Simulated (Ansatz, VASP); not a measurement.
## CdSe in VASP and in Ansatz

```
Cd Se
1.0
     0.00000    3.29186    3.29186
     3.29186    0.00000    3.29186
     3.12244    3.12244    0.16942
Cd Se
1 1
Direct
  0.00000 0.00000 0.00000
  0.75000 0.75000 0.75000
```

Alike in both runs: task single point; functional PBE; k mesh 10 × 10 × 10; occupations gaussian, width 0.05 eV; no spin polarisation.

```csv
,VASP,Ansatz
version,VASP 6.6.1,Ansatz 0.2.0
potentials or method,"VASP PAW PBE potentials, release 64 (Cd, Se), cutoff 520 eV","scalar-relativistic, plane waves, PAW"
valence electrons in the cell,18,36
```

```tsv
	VASP	Ansatz	Ansatz less VASP
gap on the k mesh at the Fermi level (eV)	0.42	0.42	+0.003
least direct gap on the mesh (eV)	0.45	0.45	+0.002
pressure (GPa)	-3.0	-3.2	-0.17
traceless stress, the component that is largest in VASP (GPa)	1.56	1.52	-0.039
rms of the force components (eV/Å)	0.203	0.192	-0.0104
```

Atom by atom the forces differ by 0.010 eV/Å (rms over components). With one functional, cell and mesh, what is left measures potentials, basis and numerics. VASP's potentials hold 18 valence electrons a cell and Ansatz's 36, so a difference there can come from the potentials and not from the codes.
